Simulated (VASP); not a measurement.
# CuI (Marshite) (F-43m) in VASP: a series of runs

CuI (Marshite) is run at these levels: RPBE+D3(BJ), PBEsol; tasks: relaxation of cell and atoms, single point.

Program: VASP 6.6.1. These are calculated values, not measurements. Logs are shortened: lines on timing, memory, paths and dates and some standing lists are left out, and cuts for length are marked.

### Step 1. The cell of the first run

The structure is cubic, space group F-43m (No. 216). The conventional cell has a = 6.063 Å, b = 6.063 Å, c = 6.063 Å, α = 90.00°, β = 90.00°, γ = 90.00°. Within 3.5 Å of I (site symmetry -43m) lie 4 Cu at 2.63 Å. Cu (site symmetry -43m) has 4 I at 2.63 Å within 3.5 Å.

### Step 2. Relaxation of cell and atoms, RPBE+D3(BJ)

Contents of INCAR:

```
SYSTEM = CuI
  PREC = Accurate
  ENCUT = 600
  EDIFF = 1E-7
  ISMEAR = -1
  SIGMA = 0.05
  LREAL = .FALSE.
  LASPH = .TRUE.
  NELM = 100
  ALGO = Normal
  ISIF = 3
  LWAVE = .FALSE.
  LCHARG = .FALSE.
  GGA = RP
  IVDW = 12
  IBRION = 2
  NSW = 60
  EDIFFG = -0.01
```

Contents of KPOINTS:

```
regular mesh
0
G
  8 8 8
  0 0 0
```

Contents of POSCAR:

```
CuI
1.0
    0.0000000000      3.0315000000      3.0315000000
    3.0315000000      0.0000000000      3.0315000000
    3.0315000000      3.0315000000      0.0000000000
I Cu
1 1
Direct
    0.0000000000      0.0000000000      0.0000000000
    0.7500000000      0.7500000000      0.7500000000
```

Potentials or basis: VASP PAW PBE potentials, release 64 (I, Cu).

Run with:

```console
$ cat potpaw_PBE.64/I/POTCAR potpaw_PBE.64/Cu/POTCAR > POTCAR
$ mpirun -np 1 vasp_std > vasp.out
```

OUTCAR:

```text
SYSTEM = CuI
   PREC = Accurate
   ENCUT = 600
   EDIFF = 1E-7
   ISMEAR = -1
   LREAL = .FALSE.
   LASPH = .TRUE.
   NELM = 100
   ISIF = 3
   GGA = RP
   IVDW = 12
   IBRION = 2
   NSW = 60
   EDIFFG = -0.01
 IVDW          = 12

 ion  position               nearest neighbor table
   1  0.000  0.000  0.000-   2 2.63   2 2.63   2 2.63   2 2.63
   2  0.750  0.750  0.750-   1 2.63   1 2.63   1 2.63   1 2.63

  LATTYP: Found a face centered cubic cell.
 ALAT       =     6.0630000000

  Lattice vectors:

 A1 = (   0.0000000000,   3.0315000000,   3.0315000000)
 A2 = (   3.0315000000,   0.0000000000,   3.0315000000)
 A3 = (   3.0315000000,   3.0315000000,   0.0000000000)

Analysis of symmetry for initial positions (statically):
=====================================================================
 Subroutine PRICEL returns:
 Original cell was already a primitive cell.

 Routine SETGRP: Setting up the symmetry group for a
 face centered cubic supercell.

 Subroutine GETGRP returns: Found 24 space group operations
 (whereof 24 operations were pure point group operations)
 out of a pool of 48 trial point group operations.

The static configuration has the point symmetry T_d .

Analysis of symmetry for dynamics (positions and initial velocities):
=====================================================================
 Subroutine PRICEL returns:
 Original cell was already a primitive cell.

 Routine SETGRP: Setting up the symmetry group for a
 face centered cubic supercell.

 Subroutine GETGRP returns: Found 24 space group operations
 (whereof 24 operations were pure point group operations)
 out of a pool of 48 trial point group operations.

The dynamic configuration has the point symmetry T_d .

 Subroutine INISYM returns: Found 24 space group operations
 (whereof 24 operations are pure point group operations),
 and found     1 'primitive' translations

----------------------------------------------------------------------------------------

                                     Primitive cell

  volume of cell :      55.7189

  direct lattice vectors                    reciprocal lattice vectors
     0.000000000  3.031500000  3.031500000    -0.164934851  0.164934851  0.164934851
     3.031500000  0.000000000  3.031500000     0.164934851 -0.164934851  0.164934851
     3.031500000  3.031500000  0.000000000     0.164934851  0.164934851 -0.164934851

  length of vectors
     4.287188414  4.287188414  4.287188414     0.285675541  0.285675541  0.285675541

  position of ions in fractional coordinates (direct lattice)
     0.000000000  0.000000000  0.000000000
     0.750000000  0.750000000  0.750000000

  ion indices of the primitive-cell ions
   primitive index   ion index
                 1           1
                 2           2

----------------------------------------------------------------------------------------

 KPOINTS: regular mesh

Automatic generation of k-mesh.
 Grid dimensions read from file:
 generate k-points for:    8    8    8

 Generating k-lattice:

  Cartesian coordinates                     Fractional coordinates (reciprocal lattice)
    -0.020616856  0.020616856  0.020616856     0.125000000  0.000000000  0.000000000
     0.020616856 -0.020616856  0.020616856     0.000000000  0.125000000  0.000000000
     0.020616856  0.020616856 -0.020616856     0.000000000  0.000000000  0.125000000

  Length of vectors
     0.035709443  0.035709443  0.035709443

  Shift w.r.t. Gamma in fractional coordinates (k-lattice)
     0.000000000  0.000000000  0.000000000

 Subroutine IBZKPT returns following result:
 ===========================================

 Found     29 irreducible k-points:

 Following reciprocal coordinates:
            Coordinates               Weight
  0.000000  0.000000  0.000000      1.000000
  0.125000  0.000000  0.000000      8.000000
  0.250000  0.000000  0.000000      8.000000
  0.375000  0.000000  0.000000      8.000000
  0.500000  0.000000  0.000000      4.000000
  0.125000  0.125000  0.000000      6.000000
[... 16 lines left out ...]
  0.500000  0.250000  0.125000     48.000000
 -0.375000  0.250000  0.125000     24.000000
 [... further k-points ...]
   k-points           NKPTS =     29   k-points in BZ     NKDIM =     29   number of bands    NBANDS=     13
   number of dos      NEDOS =    301   number of ions     NIONS =      2
   total plane-waves  NPLWV =  46656
   dimension x,y,z NGX =    36 NGY =   36 NGZ =   36
   dimension x,y,z NGXF=    72 NGYF=   72 NGZF=   72
   ions per type =               1   1
   NGX,Y,Z   is equivalent  to a cutoff of  13.96, 13.96, 13.96 a.u.
   NGXF,Y,Z  is equivalent  to a cutoff of  27.92, 27.92, 27.92 a.u.
 SYSTEM =  CuI
   PREC   = accura    normal or accurate (medium, high low for compatibility)
   ISTART =      0    job   : 0-new  1-cont  2-samecut
   ICHARG =      2    charge: 1-file 2-atom 10-const
   ISPIN  =      1    spin polarized calculation?
[... 49 lines left out ...]
  ---------------------------------------------------
  ext. energy  EPLUGINS =         0.00000000
  ---------------------------------------------------
  free energy    TOTEN  =        -4.83699732 eV

  energy without entropy =       -4.83699728  energy(sigma->0) =       -4.83699730

 E-fermi :   5.2545     XC(G=0):  -8.7214

 val. band max:        4.5753036459   @ k =   0.0000   0.0000   0.0000
 cond. band min:       5.8520559741   @ k =   0.0000   0.0000   0.0000
 fundamental gap:      1.2767523282
 Fermi energy:         5.2545425038

 k-point     1 :       0.0000    0.0000    0.0000
  band No.  band energies     occupation
      1      -9.4339      2.00000
      2       0.9282      2.00000
      3       0.9282      2.00000
      4       0.9282      2.00000
      5       2.7533      2.00000
      6       2.7533      2.00000
      7       4.5753      2.00000
      8       4.5753      2.00000
      9       4.5753      2.00000
     10       5.8521      0.00001
     11       9.4679      0.00000
     12       9.4679      0.00000
     13       9.4679      0.00000

 k-point     2 :       0.1250    0.0000    0.0000
  band No.  band energies     occupation
      1      -9.3620      2.00000
      2       0.6367      2.00000
      3       0.9333      2.00000
      4       0.9333      2.00000
      5       2.7473      2.00000
      6       2.7473      2.00000
      7       3.9803      2.00000
      8       4.4615      2.00000
      9       4.4615      2.00000
     10       6.5144      0.00000
     11       9.4142      0.00000
     12       9.6836      0.00000
     13       9.6836      0.00000
[... 409 lines left out ...]
 VOLUME and BASIS-vectors are now :
 -----------------------------------------------------------------------------
  energy-cutoff  :      600.00
  volume of cell :       46.58
      direct lattice vectors                 reciprocal lattice vectors
    -0.000000000  2.855799900  2.855799900    -0.175082295  0.175082295  0.175082295
     2.855799900  0.000000000  2.855799900     0.175082295 -0.175082295  0.175082295
     2.855799900  2.855799900 -0.000000000     0.175082295  0.175082295 -0.175082295

 POSITION                                       TOTAL-FORCE (eV/Angst)
 -----------------------------------------------------------------------------------
     -0.00000      2.85580      2.85580        -0.000000     -0.000000     -0.000000
      4.28370      4.28370      4.28370         0.000000      0.000000      0.000000
 -----------------------------------------------------------------------------------
    total drift:                               -0.000000     -0.000000     -0.000000

  FREE ENERGIE OF THE ION-ELECTRON SYSTEM (eV)
  ---------------------------------------------------
  free  energy   TOTEN  =        -7.8286356243 eV

  energy  without entropy=       -7.8286356241  energy(sigma->0) =       -7.82863562

--------------------------------------- Ionic step        3  -------------------------------------------

 number of electron      18.0000000 magnetization

 Free energy of the ion-electron system (eV)
  ---------------------------------------------------
  ext. energy  EPLUGINS =         0.00000000
  ---------------------------------------------------
  free energy    TOTEN  =        -4.47409060 eV

  energy without entropy =       -4.47409060  energy(sigma->0) =       -4.47409060

 E-fermi :   7.4218     XC(G=0):  -9.5416

 val. band max:        6.5031849909   @ k =   0.0000   0.0000   0.0000
 cond. band min:       8.2715212447   @ k =   0.0000   0.0000   0.0000
 fundamental gap:      1.7683362538
 Fermi energy:         7.4218249546

 k-point     1 :       0.0000    0.0000    0.0000
  band No.  band energies     occupation
      1      -8.4795      2.00000
      2       2.0233      2.00000
      3       2.0233      2.00000
      4       2.0233      2.00000
      5       3.8924      2.00000
      6       3.8924      2.00000
      7       6.5032      2.00000
      8       6.5032      2.00000
      9       6.5032      2.00000
     10       8.2715      0.00000
     11      11.1828      0.00000
     12      11.1828      0.00000
     13      11.1828      0.00000

 k-point     2 :       0.1250    0.0000    0.0000
  band No.  band energies     occupation
      1      -8.3756      2.00000
      2       1.7298      2.00000
      3       2.0364      2.00000
      4       2.0364      2.00000
      5       3.8833      2.00000
      6       3.8833      2.00000
      7       5.6867      2.00000
      8       6.3330      2.00000
      9       6.3330      2.00000
     10       8.9486      0.00000
     11      11.2748      0.00000
     12      11.4554      0.00000
     13      11.4554      0.00000
[... 369 lines left out ...]
 VOLUME and BASIS-vectors are now :
 -----------------------------------------------------------------------------
  energy-cutoff  :      600.00
  volume of cell :       47.29
      direct lattice vectors                 reciprocal lattice vectors
    -0.000000000  2.870238218  2.870238218    -0.174201569  0.174201569  0.174201569
     2.870238218  0.000000000  2.870238218     0.174201569 -0.174201569  0.174201569
     2.870238218  2.870238218 -0.000000000     0.174201569  0.174201569 -0.174201569

 POSITION                                       TOTAL-FORCE (eV/Angst)
 -----------------------------------------------------------------------------------
      0.00000      0.00000      0.00000         0.000000      0.000000      0.000000
      4.30536      4.30536      4.30536        -0.000000     -0.000000     -0.000000
 -----------------------------------------------------------------------------------
    total drift:                               -0.000000     -0.000000     -0.000000

  FREE ENERGIE OF THE ION-ELECTRON SYSTEM (eV)
  ---------------------------------------------------
  free  energy   TOTEN  =        -7.8308407904 eV

  energy  without entropy=       -7.8308407901  energy(sigma->0) =       -7.83084079

 reached required accuracy - stopping structural energy minimisation
```

Run time: 56 s. Hardware: 1 thread of Intel Xeon 6975P-C (Granite Rapids), shared host; peak memory 0.23 GiB.

Results:

- Free energy: -7.8308 eV
- Relaxed volume: 23.65 Å³/atom
- Relaxed cell: a = 4.059 Å, b = 4.059 Å, c = 4.059 Å, α = 60.00°, β = 60.00°, γ = 60.00°
- Space group after relaxing (to 0.05 Å): F-43m (No. 216)
- Energy gained by relaxing: 106.7 meV/atom
- Ionic steps: 3
- Pressure after relaxing: 0.0 GPa
- Band gap on the k mesh: 1.77 eV, direct
- Dispersion energy per atom: -1.678 eV

Step by step:
```
step  energy change (eV)  largest force (eV/Å)  pressure (GPa)  volume (Å³)
   1              0.0000                0.0000           -6.91        55.72
   2             -0.2113                0.0000            1.01        46.58
   3             -0.2135                0.0000            0.03        47.29
```

Final structure:
```
CELL_PARAMETERS angstrom
0.00000 2.87024 2.87024
2.87024 0.00000 2.87024
2.87024 2.87024 0.00000
ATOMIC_POSITIONS crystal
I 0.00000 0.00000 0.00000
Cu 0.75000 0.75000 0.75000
```

Caveat: the volume moved by over 15 % at a fixed basis, so the end points are rough; the PAW data sets were made with another functional, which shifts forces and pressure a little; spin-orbit coupling is left out, which moves the levels of the heavy elements; the volume moved by -15 % from the deposited cell, more than functionals usually miss. RPBE gaps usually lie below the measured ones, often by a third to a half.

### Step 3. Single point, PBEsol (volume scaled by 0.94)

Contents of INCAR:

```
ALGO     = Normal         # electronic algorithm
EDIFF    = 1E-6           # SCF threshold, eV
ENCUT    = 520            # plane-wave cutoff, eV
GGA      = PS             # functional
ISIF     = 2              # what is computed and relaxed
ISMEAR   = -1             # smearing method
LASPH    = T              # aspherical terms in the spheres
LCHARG   = F              # write CHGCAR
LREAL    = F              # projectors in reciprocal space
LWAVE    = F              # write WAVECAR
NBANDS   = 16             # bands
NELM     = 100            # most SCF steps
PREC     = Accurate       # precision mode
SIGMA    = 0.05           # smearing width, eV
```

Contents of KPOINTS:

```
k-points
0
Gamma
  8 8 8
```

Contents of POSCAR:

```
CuI
1.0
    0.0000000000      2.9696152886      2.9696152886
    2.9696152886      0.0000000000      2.9696152886
    2.9696152886      2.9696152886      0.0000000000
I Cu
1 1
Direct
    0.0000000000      0.0000000000      0.0000000000
    0.7500000000      0.7500000000      0.7500000000
```

Potentials or basis: VASP PAW PBE potentials, release 64 (I, Cu).

Run with:

```console
$ cat potpaw_PBE.64/I/POTCAR potpaw_PBE.64/Cu/POTCAR > POTCAR
$ mpirun -np 1 vasp_std > vasp.out
```

Run time: 21 s. Hardware: 1 thread of Intel Xeon Platinum 8488C (Sapphire Rapids), shared host; peak memory 0.18 GiB.

It converged, with:

```yaml
Free_energy: -6.3206 eV
Pressure: 0.4 GPa
Band_gap_on_the_k_mesh: 1.20 eV, direct
```

Levels at points of the mesh, in eV from the valence-band top:
```tsv
k point	band 6	band 7	band 8	band 9	band 10	band 11	band 12	band 13
(0.00, 0.00, 0.00)	-2.15	0.00	0.00	0.00	1.20	4.76	4.76	4.76
(0.50, 0.00, 0.00)	-2.12	-2.07	-0.82	-0.82	2.13	5.31	5.31	7.33
(0.50, 0.50, 0.00)	-2.08	-2.05	-1.74	-1.74	2.48	2.81	9.52	10.03
```

Caveat: the cell differs from its parent crystal (volume scaled by 0.94); the PAW data sets were made with another functional, which shifts forces and pressure a little; spin-orbit coupling is left out, which moves the levels of the heavy elements.

### Step 4. Single point, PBEsol (volume scaled by 0.96)

Contents of INCAR:

```
SYSTEM = CuI
PREC     = Accurate       ! precision mode
ENCUT    = 520            ! plane-wave cutoff, eV
EDIFF    = 1E-7           ! SCF threshold, eV
ISMEAR   = -1             ! smearing method
SIGMA    = 0.05           ! smearing width, eV
LREAL    = .FALSE.        ! projectors in reciprocal space
LASPH    = .TRUE.         ! aspherical terms in the spheres
NELM     = 80             ! most SCF steps
ALGO     = Normal         ! electronic algorithm
ISIF     = 2              ! what is computed and relaxed
LWAVE    = .FALSE.        ! write WAVECAR
LCHARG   = .FALSE.        ! write CHGCAR
GGA      = PS             ! functional
NBANDS   = 16             ! bands
```

Contents of KPOINTS:

```
Automatic mesh
0
G
  8 8 8
  0 0 0
```

Contents of POSCAR:

```
CuI
1.0
    0.0000000000      2.9905287613      2.9905287613
    2.9905287613      0.0000000000      2.9905287613
    2.9905287613      2.9905287613      0.0000000000
I Cu
1 1
Direct
    0.0000000000      0.0000000000      0.0000000000
    0.7500000000      0.7500000000      0.7500000000
```

Run with:

```console
$ cat potpaw_PBE.64/I/POTCAR potpaw_PBE.64/Cu/POTCAR > POTCAR
$ mpirun -np 1 vasp_std > vasp.out
```

Run time: 22 s. Hardware: 1 thread of Intel Xeon Platinum 8488C (Sapphire Rapids), shared host; peak memory 0.18 GiB.

It converged, with:

```
Free energy            : -6.3181 eV
Pressure               : -0.9 GPa
Band gap on the k mesh : 1.14 eV, direct
```

Levels at points of the mesh, in eV from the valence-band top:
| k point | band 5 | band 6 | band 7 | band 8 | band 9 | band 10 | band 11 | band 12 | band 13 | band 14 |
| --- | --- | --- | --- | --- | --- | --- | --- | --- | --- | --- |
| (0.00, 0.00, 0.00) | -2.05 | -2.05 | 0.00 | 0.00 | 0.00 | 1.14 | 4.78 | 4.78 | 4.78 | 8.10 |
| (0.50, 0.00, 0.00) | -2.02 | -2.02 | -1.97 | -0.78 | -0.78 | 2.11 | 5.33 | 5.33 | 7.31 | 9.17 |
| (0.50, 0.50, 0.00) | -2.09 | -1.99 | -1.96 | -1.66 | -1.66 | 2.52 | 2.82 | 9.36 | 9.92 | 9.92 |

Caveat: the cell differs from its parent crystal (volume scaled by 0.96); the PAW data sets were made with another functional, which shifts forces and pressure a little; spin-orbit coupling is left out, which moves the levels of the heavy elements.

### Step 5. Single point, PBEsol (volume scaled by 0.94)

Contents of INCAR:

```
SYSTEM = CuI
PREC = Accurate
ENCUT = 520
EDIFF = 1E-6
ISMEAR = -1
SIGMA = 0.05
LREAL = .False.
LASPH = .True.
NELM = 100
ALGO = Normal
ISIF = 2
LWAVE = .False.
LCHARG = .False.
GGA = PS
NBANDS = 16
```

Contents of KPOINTS:

```
regular mesh
0
Gamma
  8 8 8
  0 0 0
```

Contents of POSCAR:

```
CuI
1.0
    0.0000000000      2.9696152886      2.9696152886
    2.9696152886      0.0000000000      2.9696152886
    2.9696152886      2.9696152886      0.0000000000
I Cu
1 1
Direct
    0.0000000000      0.0000000000      0.0000000000
    0.7500000000      0.7500000000      0.7500000000
```

Run with:

```console
$ cat potpaw_PBE.64/I/POTCAR potpaw_PBE.64/Cu/POTCAR > POTCAR
$ mpirun -np 1 vasp_std > vasp.out
```

It took 8.7 s on 1 thread of Intel Xeon 6975P-C (Granite Rapids), shared host; peak memory 0.19 GiB.

It converged, with:

```
Free energy            : -6.3206 eV
Pressure               : 0.4 GPa
Band gap on the k mesh : 1.20 eV, direct
```

Levels at points of the mesh, in eV from the valence-band top:
```csv
k point,band 7,band 8,band 9,band 10,band 11,band 12
"(0.00, 0.00, 0.00)",0.00,0.00,0.00,1.20,4.76,4.76
"(0.50, 0.00, 0.00)",-2.07,-0.82,-0.82,2.13,5.31,5.31
"(0.50, 0.50, 0.00)",-2.05,-1.74,-1.74,2.48,2.81,9.52
```

Caveat: the cell differs from its parent crystal (volume scaled by 0.94); the PAW data sets were made with another functional, which shifts forces and pressure a little; spin-orbit coupling is left out, which moves the levels of the heavy elements.

### Step 6. The runs side by side

```tsv
task	level	cell	cutoff (eV)	gap on the mesh (eV)	pressure (GPa)
relaxation of cell and atoms	RPBE+D3(BJ)	relaxed from a = 4.287 Å, angles 60.0°, 2 atoms	600	1.77	0.0
single point	PBEsol	a = 4.200 Å, angles 60.0°, 2 atoms	520	1.20	0.4
single point	PBEsol	a = 4.229 Å, angles 60.0°, 2 atoms	520	1.14	-0.9
```

Alike in all rows: potentials or basis VASP PAW PBE potentials, release 64 (I, Cu); no spin polarisation; k mesh 8 × 8 × 8; smearing fermi-dirac 0.05 eV.

Caveats: the PAW data sets were made with another functional, which shifts forces and pressure a little; spin-orbit coupling is left out, which moves the levels of the heavy elements; the volume moved by over 15 % at a fixed basis, so the end points are rough (some runs); the volume moved by -15 % from the deposited cell, more than functionals usually miss (some runs).

Absolute energies hang on the potentials; compare differences alone.
